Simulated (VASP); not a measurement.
# Er5Br: relaxation of cell and atoms with PBE

Er5Br:

```
CELL_PARAMETERS angstrom
5.85248 0.00000 0.00000
-2.92624 5.06840 0.00000
0.00000 0.00000 6.23584
ATOMIC_POSITIONS crystal
Er 0.33333 0.66667 0.00000
Er 0.66667 0.33333 0.00000
Er 0.33333 0.66667 0.50000
Er 0.66667 0.33333 0.50000
Er 0.00000 0.00000 0.50000
Br 0.00000 0.00000 0.00000
```

The cell was generated, and may not be a known phase.

```yaml
Program: VASP 6.6.1
Task: relaxation of cell and atoms
Functional: PBE
Potentials_or_basis: VASP PAW PBE potentials, release 64 (Er_3, Br), 4f in core
Cutoff: 500 eV
k_mesh: 6 × 6 × 6
Occupations: gaussian, width 0.1 eV
Spin: no spin polarisation
Dipole_correction: no
Further_INCAR_settings: ALGO = Normal; EDIFF = 1e-07; IBRION = 2; EDIFFG = -0.01; NSW = 100; ISIF = 3
```

| Property | Result |
| --- | --- |
| Relaxed volume | 31.04 Å³/atom |
| Relaxed cell | a = 5.866 Å, b = 5.866 Å, c = 6.250 Å, α = 90.00°, β = 90.00°, γ = 120.00° |
| Space group after relaxing (to 0.1 Å) | P6/mmm (No. 191) |
| Energy gained by relaxing | 0.2 meV/atom |
| Ionic steps | 2 |
| Pressure after relaxing | 0.0 GPa |
| Band gap on the k mesh | zero (bands 26 and 27 overlap by 0.49 eV) |

Step by step:
```
step  energy change (eV)  largest force (eV/Å)  pressure (GPa)  volume (Å³)
   1              0.0000                0.0000            0.25       184.97
   2             -0.0011                0.0000            0.01       186.27
```

Final structure:
```cif
data_structure
_symmetry_space_group_name_H-M 'P 1'
_symmetry_Int_Tables_number 1
_cell_length_a 5.8664
_cell_length_b 5.8664
_cell_length_c 6.2499
_cell_angle_alpha 90.000
_cell_angle_beta 90.000
_cell_angle_gamma 120.000
_cell_volume 186.27
loop_
_atom_site_label
_atom_site_type_symbol
_atom_site_fract_x
_atom_site_fract_y
_atom_site_fract_z
_atom_site_occupancy
Er1 Er 0.33333 0.66667 0.00000 1
Er2 Er 0.66667 0.33333 0.00000 1
Er3 Er 0.33333 0.66667 0.50000 1
Er4 Er 0.66667 0.33333 0.50000 1
Er5 Er 0.00000 0.00000 0.50000 1
Br1 Br 0.00000 0.00000 0.00000 1
```

Levels at points of the mesh, in eV from the Fermi level:
| k point | band 22 | band 23 | band 24 | band 25 | band 26 | band 27 | band 28 | band 29 | band 30 | band 31 |
| --- | --- | --- | --- | --- | --- | --- | --- | --- | --- | --- |
| (0.00, 0.00, 0.00) | -0.75 | -0.75 | -0.66 | -0.27 | -0.01 | -0.01 | 0.03 | 0.03 | 0.82 | 0.82 |
| (0.50, 0.00, 0.00) | -1.64 | -1.55 | -0.70 | -0.52 | -0.18 | 0.07 | 0.09 | 0.14 | 0.51 | 1.04 |
| (0.00, 0.00, 0.50) | -0.38 | -0.38 | -0.04 | -0.04 | 0.26 | 0.26 | 0.83 | 0.90 | 1.28 | 1.28 |
| (0.50, 0.00, 0.50) | -1.35 | -1.21 | -0.70 | -0.47 | -0.32 | 0.13 | 0.56 | 0.83 | 1.09 | 1.35 |

Run time: 7 min on 1 thread of Intel(R) Xeon(R) Platinum 8375C CPU @ 2.90GHz (Ice Lake), with other jobs on the host, peak memory 0.41 GiB.

Caveat: spin-orbit coupling is left out, which moves the levels of the heavy elements; the 4f electrons are frozen in the core, so they carry no moment and show no levels; the run has no spin polarisation, though such a crystal can be magnetic. Spin polarisation is off, so any magnetic state and its effect on volume and gap are missing.
